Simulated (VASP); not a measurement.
Write the native input for VASP 6.6.1 that does the following.

```
Task                   : relaxation of cell and atoms
Functional             : PBE
Potentials or basis    : VASP PAW PBE potentials, release 64 (Hf_pv, B)
Cutoff                 : 600 eV
k mesh                 : 10 × 10 × 8
Occupations            : fermi-dirac, width 0.05 eV
Spin                   : no spin polarisation
Dipole correction      : no
Further INCAR settings : ALGO = Normal; EDIFF = 1e-06; IBRION = 2; EDIFFG = -0.01; NSW = 60; ISIF = 3
```

The structure of HfB2 lies in POSCAR:

```
HfB2
1.0
    3.1400000000      0.0000000000      0.0000000000
   -1.5700000000      2.7193197679      0.0000000000
    0.0000000000      0.0000000000      3.4800000000
Hf B
1 2
Direct
    0.0000000000      0.0000000000      0.0000000000
    0.6666666667      0.3333333333      0.5000000000
    0.3333333333      0.6666666667      0.5000000000
```

The input as run:

INCAR

```
  PREC = Accurate
  ENCUT = 600
  EDIFF = 1E-6
  ISMEAR = -1
  SIGMA = 0.05
  LREAL = False
  LASPH = True
  NELM = 60
  ALGO = Normal
  ISIF = 3
  LWAVE = False
  LCHARG = False
  GGA = PE
  IBRION = 2
  NSW = 60
  EDIFFG = -0.01
```

KPOINTS

```
regular mesh
0
Gamma
  10 10 8
```

Potentials or basis: VASP PAW PBE potentials, release 64 (Hf_pv, B).

Command:

```sh
$ cat potpaw_PBE.64/Hf_pv/POTCAR potpaw_PBE.64/B/POTCAR > POTCAR
$ mpirun -np 1 vasp_std > vasp.out
```

It gave:

| Property | Result |
| --- | --- |
| Relaxed volume | 9.94 Å³/atom |
| Relaxed cell | a = 3.142 Å, b = 3.142 Å, c = 3.490 Å, α = 90.00°, β = 90.00°, γ = 120.00° |
| Space group after relaxing (to 0.05 Å) | P6/mmm (No. 191) |
| Energy gained by relaxing | 0.2 meV/atom |
| Ionic steps | 7 |
| Pressure after relaxing | 0.0 GPa |
| Band gap on the k mesh | zero (band 8 reaches 8.25 eV, above the bottom of band 9 at 7.40 eV) |

Caveat: spin-orbit coupling is left out, which moves the levels of the heavy elements.

Run time: 78 s on 1 thread of Intel(R) Xeon(R) Platinum 8259CL CPU @ 2.50GHz (Skylake/Cascade Lake), with other jobs on the host, peak memory 0.18 GiB.
